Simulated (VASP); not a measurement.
Crystal: HgTe.

```
Hg Te
1.0
     3.51125    0.00000    0.00000
     0.00000    3.51125    0.00000
     0.00000    0.00000    3.51125
Hg Te
1 1
Direct
  0.00000 0.00000 0.00000
  0.50000 0.50000 0.50000
```

```yaml
Program: VASP 6.6.1
Task: relaxation of cell and atoms
Functional: PBE
Potentials_or_basis: VASP PAW PBE potentials, release 64 (Hg, Te)
Cutoff: 600 eV
k_mesh: 6 × 6 × 6
Occupations: fermi-dirac, width 0.02 eV
Spin: no spin polarisation
```

At the start: pressure 21.4 GPa; volume 21.64 Å³/atom.

Q: Where does the relaxation end?

A: Over 4 steps the energy falls by 306.4 meV/atom and the volume is 27.65 Å³/atom (+27.8 %); space group Pm-3m (No. 221, to 0.05 Å).

Step by step:
```tsv
step	energy change (eV)	largest force (eV/Å)	pressure (GPa)	volume (Å³)
1	0.0000	0.0000	21.35	43.29
2	-0.4751	0.0000	-4.27	63.99
3	-0.6127	0.0000	0.15	55.05
4	-0.6127	0.0000	0.00	55.31
```

Final structure:
```
CELL_PARAMETERS angstrom
3.81006 0.00000 0.00000
0.00000 3.81006 0.00000
0.00000 0.00000 3.81006
ATOMIC_POSITIONS crystal
Hg 0.00000 0.00000 0.00000
Te 0.50000 0.50000 0.50000
```

Caveat: the volume moved by over 15 % at a fixed basis, so the end points are rough.
